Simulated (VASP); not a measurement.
Runs of VASP 6.6.1 on La. The structure is that of space group Fd-3m (No. 227), or close to it. The cells are those of the table. 

| task | cell | k mesh | cutoff (eV) | gap on the mesh (eV) | pressure (GPa) |
| --- | --- | --- | --- | --- | --- |
| single point | a = 4.581 Å, angles 60.0°, 2 atoms | 9 × 9 × 9 | 520 | none | 2.5 |
| single point | a = 4.644 Å, angles 60.0°, 2 atoms | 14 × 14 × 14 | 520 | none | 0.0 |
| relaxation of cell and atoms | relaxed from a = 5.228 Å, angles 60.0°, 2 atoms | 8 × 8 × 8 | 600 | none | 0.0 |
| single point | a = 4.765 Å, angles 60.0°, 2 atoms | 9 × 9 × 9 | 520 | none | (b) |
| single point | a = 4.705 Å, angles 60.0°, 2 atoms | 9 × 9 × 9 | 520 | none | -1.8 |
| single point | a = 4.517 Å, angles 60.0°, 2 atoms | 9 × 9 × 9 | 520 | none | (a) |
| single point | a = 4.644 Å, angles 60.0°, 2 atoms | 8 × 8 × 8 | 520 | none | 0.0 |
| single point | a = 4.450 Å, angles 60.0°, 2 atoms | 9 × 9 × 9 | 520 | none | 9.7 |

Alike in all rows: level PBEsol; potentials or basis VASP PAW PBE potentials, release 64 (La); no spin polarisation; smearing fermi-dirac 0.1 eV.

Q: Fill in the values left out.

A: (a) 5.6; (b) -3.2.

Caveats: the PAW data sets were made with another functional, which shifts forces and pressure a little; spin-orbit coupling is left out, which moves the levels of the heavy elements.

A k mesh can miss the band edges, and the runs leave out spin-orbit coupling on La.

A gap of «none» marks levels without a gap at the run's occupations.
